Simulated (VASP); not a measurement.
V: single point with revPBE

The system is V.

```xyz
1
Lattice="-1.4654 1.4654 1.4654 1.4654 -1.4654 1.4654 1.4654 1.4654 -1.4654" Properties=species:S:1:pos:R:3 pbc="T T T"
V     0.0000    0.0000    0.0000
```

This cell differs from its parent crystal: volume scaled by 0.92.

```
Program             : VASP 6.6.1
Task                : single point
Functional          : revPBE
Potentials or basis : VASP PAW PBE potentials, release 64 (V_sv)
Cutoff              : 520 eV
k mesh              : 24 × 24 × 24
Occupations         : fermi-dirac, width 0.05 eV
Spin                : collinear spin, ferromagnetic start
Starting moments    : [1.0] μB
```

```json
{
  "Pressure": "17.6 GPa",
  "Net moment": "0.00 μB per cell",
  "Valence electrons inside the program's atomic spheres": "V 11.77"
}
```

Levels at points of the mesh, in eV from the Fermi level:
Spin up:
```
           k point  band 4  band 5  band 6  band 7  band 8  band 9  band 10  band 11
(0.00, 0.00, 0.00)  -36.87   -6.73    0.43    0.43    0.43    2.62     2.62    21.01
(0.50, 0.00, 0.00)  -36.89   -3.41   -1.26    1.88    2.64    3.03     4.49    11.05
(0.50, 0.50, 0.50)  -37.62   -3.32   -3.32    4.05    4.05    4.05    10.87    10.87
```
Spin down:
| k point | band 3 | band 4 | band 5 | band 6 | band 7 | band 8 | band 9 | band 10 | band 11 | band 12 |
| --- | --- | --- | --- | --- | --- | --- | --- | --- | --- | --- |
| (0.00, 0.00, 0.00) | -36.87 | -36.87 | -6.73 | 0.43 | 0.43 | 0.43 | 2.62 | 2.62 | 21.01 | 21.01 |
| (0.50, 0.00, 0.00) | -37.22 | -36.88 | -3.41 | -1.26 | 1.88 | 2.64 | 3.03 | 4.49 | 11.05 | 16.38 |
| (0.50, 0.50, 0.50) | -37.62 | -37.62 | -3.32 | -3.32 | 4.05 | 4.05 | 4.05 | 10.87 | 10.87 | 10.87 |

It took 2.1 min on 1 thread of Intel(R) Xeon(R) Platinum 8488C (Sapphire Rapids), with other jobs on the host, peak memory 0.23 GiB.

Caveat: the PAW data sets were made with another functional, which shifts forces and pressure a little.
